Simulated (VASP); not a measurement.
# Ga (Pm-3m) in VASP: single point with LDA

Aim: the single point of Ga with LDA.

Everything below comes from runs of VASP 6.6.1. Logs are shortened: lines on timing, memory, paths and dates and some standing lists are left out, and cuts for length are marked.

## Step 1: The cell of the first run

Symmetry: Pm-3m, No. 221, cubic system. The conventional cell has a = 2.635 Å, b = 2.635 Å, c = 2.635 Å, α = 90.00°, β = 90.00°, γ = 90.00°. Within 3.5 Å of Ga (site symmetry m-3m) lie 6 Ga at 2.63 Å.

## Step 2: Single point, LDA

Contents of INCAR:

```
SYSTEM = Ga
ALGO = Normal
EDIFF = 1E-6
ENCUT = 520
ISIF = 2
ISMEAR = -1
LASPH = .TRUE.
LCHARG = .FALSE.
LREAL = .FALSE.
LWAVE = .FALSE.
NBANDS = 12
NELM = 60
PREC = Accurate
SIGMA = 0.13605693000000002
```

Contents of KPOINTS:

```
k-points
0
G
  12 12 12
  0 0 0
```

Contents of POSCAR:

```
Ga
1.0
    2.6348368633      0.0000000000      0.0000000000
    0.0000000000      2.6348368633      0.0000000000
    0.0000000000      0.0000000000      2.6348368633
Ga
1
Direct
    0.0000000000      0.0000000000      0.0000000000
```

Potentials or basis: VASP PAW LDA potentials, release 64 (Ga_d).

Launch:

```console
$ cat potpaw_LDA.64/Ga_d/POTCAR > POTCAR
$ mpirun -np 1 vasp_std > vasp.out
```

OUTCAR:

```text
SYSTEM = Ga
   EDIFF = 1E-6
   ENCUT = 520
   ISIF = 2
   ISMEAR = -1
   LASPH = .TRUE.
   LREAL = .FALSE.
   NELM = 60
   PREC = Accurate

 ion  position               nearest neighbor table
   1  0.000  0.000  0.000-

  LATTYP: Found a simple cubic cell.
 ALAT       =     2.6348368633

  Lattice vectors:

 A1 = (   2.6348368633,   0.0000000000,   0.0000000000)
 A2 = (   0.0000000000,   2.6348368633,   0.0000000000)
 A3 = (   0.0000000000,   0.0000000000,   2.6348368633)

Analysis of symmetry for initial positions (statically):
=====================================================================
 Subroutine PRICEL returns:
 Original cell was already a primitive cell.

 Routine SETGRP: Setting up the symmetry group for a
 simple cubic supercell.

 Subroutine GETGRP returns: Found 48 space group operations
 (whereof 48 operations were pure point group operations)
 out of a pool of 48 trial point group operations.

The static configuration has the point symmetry O_h .

Analysis of symmetry for dynamics (positions and initial velocities):
=====================================================================
 Subroutine PRICEL returns:
 Original cell was already a primitive cell.

 Routine SETGRP: Setting up the symmetry group for a
 simple cubic supercell.

 Subroutine GETGRP returns: Found 48 space group operations
 (whereof 48 operations were pure point group operations)
 out of a pool of 48 trial point group operations.

The dynamic configuration has the point symmetry O_h .

 Subroutine INISYM returns: Found 48 space group operations
 (whereof 48 operations are pure point group operations),
 and found     1 'primitive' translations

----------------------------------------------------------------------------------------

                                     Primitive cell

  volume of cell :      18.2920

  direct lattice vectors                    reciprocal lattice vectors
     2.634836863  0.000000000  0.000000000     0.379530139  0.000000000  0.000000000
     0.000000000  2.634836863  0.000000000     0.000000000  0.379530139  0.000000000
     0.000000000  0.000000000  2.634836863     0.000000000  0.000000000  0.379530139

  length of vectors
     2.634836863  2.634836863  2.634836863     0.379530139  0.379530139  0.379530139

  position of ions in fractional coordinates (direct lattice)
     0.000000000  0.000000000  0.000000000

  ion indices of the primitive-cell ions
   primitive index   ion index
                 1           1

----------------------------------------------------------------------------------------

 KPOINTS: k-points

Automatic generation of k-mesh.
 Grid dimensions read from file:
 generate k-points for:   12   12   12

 Generating k-lattice:

  Cartesian coordinates                     Fractional coordinates (reciprocal lattice)
     0.031627512  0.000000000  0.000000000     0.083333333  0.000000000  0.000000000
     0.000000000  0.031627512  0.000000000     0.000000000  0.083333333  0.000000000
     0.000000000  0.000000000  0.031627512     0.000000000  0.000000000  0.083333333

  Length of vectors
     0.031627512  0.031627512  0.031627512

  Shift w.r.t. Gamma in fractional coordinates (k-lattice)
     0.000000000  0.000000000  0.000000000

 Subroutine IBZKPT returns following result:
 ===========================================

 Found     84 irreducible k-points:

 Following reciprocal coordinates:
            Coordinates               Weight
  0.000000  0.000000  0.000000      1.000000
  0.083333  0.000000  0.000000      6.000000
  0.166667  0.000000  0.000000      6.000000
  0.250000  0.000000  0.000000      6.000000
  0.333333  0.000000  0.000000      6.000000
  0.416667  0.000000  0.000000      6.000000
[... 16 lines left out ...]
  0.333333  0.333333  0.000000     12.000000
  0.416667  0.333333  0.000000     24.000000
 [... further k-points ...]
   k-points           NKPTS =     84   k-points in BZ     NKDIM =     84   number of bands    NBANDS=     12
   number of dos      NEDOS =    301   number of ions     NIONS =      1
   total plane-waves  NPLWV =   8000
   dimension x,y,z NGX =    20 NGY =   20 NGZ =   20
   dimension x,y,z NGXF=    40 NGYF=   40 NGZF=   40
   ions per type =               1
   NGX,Y,Z   is equivalent  to a cutoff of  12.62, 12.62, 12.62 a.u.
   NGXF,Y,Z  is equivalent  to a cutoff of  25.24, 25.24, 25.24 a.u.
 SYSTEM =  Ga
   PREC   = accura    normal or accurate (medium, high low for compatibility)
   ISTART =      0    job   : 0-new  1-cont  2-samecut
   ICHARG =      2    charge: 1-file 2-atom 10-const
   ISPIN  =      1    spin polarized calculation?
   LNONCOLLINEAR =      F non collinear calculations
   LSORBIT =      F    spin-orbit coupling
   LASPH  =      T    aspherical Exc in radial PAW
   ENCUT  =  520.0 eV  38.22 Ry    6.18 a.u.   4.90  4.90  4.90*2*pi/ulx,y,z
   NELM   =     60;   NELMIN=  2; NELMDL= -5     # of ELM steps
   EDIFF  = 0.1E-05   stopping-criterion for ELM
   LREAL  =      F    real-space projection
   EDIFFG = 0.1E-04   stopping-criterion for IOM
   NSW    =      0    number of steps for IOM
   IBRION =     -1    ionic relax: 0-MD 1-quasi-New 2-CG
   NFREE  =      0    steps in history (QN), initial steepest desc. (CG)
   ISIF   =      2    stress and relaxation
   ISYM   =      2    0-nonsym 1-usesym 2-fastsym
   POTIM  = 0.5000    time-step for ionic-motion
   TEBEG  =    0.0;   TEEND  =   0.0 temperature during run
   PSTRESS=    0.0 pullay stress
   NELECT =      13.0000    total number of electrons
   NUPDOWN=      -1.0000    fix difference up-down
   EMIN   =  10.00;   EMAX   =-10.00  energy-range for DOS
   EFERMI =   0.00;   METHOD = LEGACY
   ISMEAR =    -1;   SIGMA  =   0.14  broadening in eV -4-tet -1-fermi 0-gaus
   EFERMI_NEDOS =   21; number of points for ismear=-14 and -15
   IALGO  =     38    algorithm
   IMIX   =      4    mixing-type and parameters
     AMIX     =   0.40;   BMIX     =  1.00
     AMIX_MAG =   1.60;   BMIX_MAG =  1.00
  volume/ion in A,a.u.               =      18.29       123.44
  Fermi-wavevector in a.u.,A,eV,Ry     =   1.460951  2.760796 29.039960  2.134377
  Thomas-Fermi vector in A             =   2.577340
   LORBIT       =      0    0 simple, 1 ext, 2 COOP (PROOUT), +10 PAW based schemes
   GGA     = CA    functional components
   LHFCALC =     F    Hartree Fock is set to
   AEXX    =    0.0000 exact exchange contribution
   IVDW    =     0    specifies the selected vdW correction
   LEPSILON=     F    determine dielectric tensor
   LRPA    =     F    only Hartree local field effects (RPA)
 non-spin polarized calculation
  energy-cutoff  :      520.00
  volume of cell :       18.29
 maximum number of plane-waves:       512
 NGX is ok and might be reduce to    20
   NGX =  9   NGY =  9   NGZ =  9

 number of electron      12.9999991 magnetization

 Free energy of the ion-electron system (eV)
  ---------------------------------------------------
  ext. energy  EPLUGINS =         0.00000000
  ---------------------------------------------------
  free energy    TOTEN  =        -3.53156939 eV

  energy without entropy =       -3.50731681  energy(sigma->0) =       -3.51944310

 E-fermi :   5.2550     XC(G=0): -11.4049

 val. band max:        5.1306215429   @ k =   0.5000   0.5000   0.1667
 cond. band min:       5.3489923904   @ k =   0.5000   0.3333   0.3333
 fundamental gap:      0.2183708475
 Fermi energy:         5.2550045681

 k-point     1 :       0.0000    0.0000    0.0000
  band No.  band energies     occupation
      1     -10.0193      2.00000
      2     -10.0193      2.00000
      3      -9.3794      2.00000
      4      -9.3794      2.00000
      5      -9.3794      2.00000
      6      -5.9014      2.00000
      7      14.8232      0.00000
      8      14.8232      0.00000
      9      14.8232      0.00000
     10      17.8872      0.00000
     11      17.8872      0.00000
     12      20.8007      0.00000

 k-point     2 :       0.0833    0.0000    0.0000
  band No.  band energies     occupation
      1     -10.0159      2.00000
      2      -9.9910      2.00000
      3      -9.3914      2.00000
      4      -9.3914      2.00000
      5      -9.3783      2.00000
      6      -5.7506      2.00000
      7      12.7578      0.00000
      8      14.9827      0.00000
      9      14.9827      0.00000
     10      18.0124      0.00000
     11      19.2988      0.00000
     12      21.8097      0.00000

 k-point     3 :       0.1667    0.0000    0.0000
  band No.  band energies     occupation
      1     -10.0065      2.00000
      2      -9.9161      2.00000
      3      -9.4240      2.00000
      4      -9.4240      2.00000
      5      -9.3756      2.00000
      6      -5.2943      2.00000
      7       9.7953      0.00000
      8      15.4517      0.00000
      9      15.4517      0.00000
     10      18.3886      0.00000
     11      20.1300      0.00000
     12      24.9733      0.00000
[... 286 lines left out ...]
 k-point    23 :       0.3333    0.3333    0.0000
  band No.  band energies     occupation
      1      -9.8402      2.00000
      2      -9.7296      2.00000
      3      -9.4973      2.00000
      4      -9.4918      2.00000
      5      -9.4479      2.00000
      6      -1.0747      2.00000
      7       5.9560      0.01150
      8       7.5083      0.00000
      9      14.9495      0.00000
     10      19.5230      0.00000
     11      23.0015      0.00000
     12      28.1096      0.00000

 k-point    24 :       0.4167    0.3333    0.0000
  band No.  band energies     occupation
      1      -9.8228      2.00000
      2      -9.7793      2.00000
      3      -9.5250      2.00000
      4      -9.4901      2.00000
      5      -9.3668      2.00000
      6       0.2100      2.00000
      7       4.3315      1.99775
      8       7.9908      0.00000
      9      13.0465      0.00000
     10      20.5234      0.00000
     11      24.1132      0.00000
     12      26.9581      0.00000

 [... further k-points ...]

------------------------ aborting loop because EDIFF is reached ----------------------------------------

  FORCE on cell =-STRESS in cart. coord.  units (eV):
  Direction    XX          YY          ZZ          XY          YZ          ZX
  --------------------------------------------------------------------------------------
  -------------------------------------------------------------------------------------
  Total       -0.0518558     -0.0518558     -0.0518558      0.0000000     -0.0000000      0.0000000
  in kB       -4.5419993     -4.5419993     -4.5419993      0.0000000     -0.0000000      0.0000000
  external PRESSURE =      -4.5419993 kB  Pullay stress =       0.0000000 kB

 VOLUME and BASIS-vectors are now :
 -----------------------------------------------------------------------------
  energy-cutoff  :      520.00
  volume of cell :       18.29
      direct lattice vectors                 reciprocal lattice vectors
     2.634836863  0.000000000  0.000000000     0.379530139  0.000000000  0.000000000
     0.000000000  2.634836863  0.000000000     0.000000000  0.379530139  0.000000000
     0.000000000  0.000000000  2.634836863     0.000000000  0.000000000  0.379530139

 POSITION                                       TOTAL-FORCE (eV/Angst)
 -----------------------------------------------------------------------------------
      0.00000      0.00000      0.00000         0.000000      0.000000      0.000000
 -----------------------------------------------------------------------------------
    total drift:                                0.000000      0.000000      0.000000

  FREE ENERGIE OF THE ION-ELECTRON SYSTEM (eV)
  ---------------------------------------------------
  free  energy   TOTEN  =        -3.5315693923 eV

  energy  without entropy=       -3.5073168103  energy(sigma->0) =       -3.51944310
```

Wall time 4.2 s (1 thread of Intel Xeon 6975P-C (Granite Rapids), shared host); peak memory 0.12 GiB.

Results:

```yaml
Free_energy: -3.5316 eV
Pressure: -0.5 GPa
```
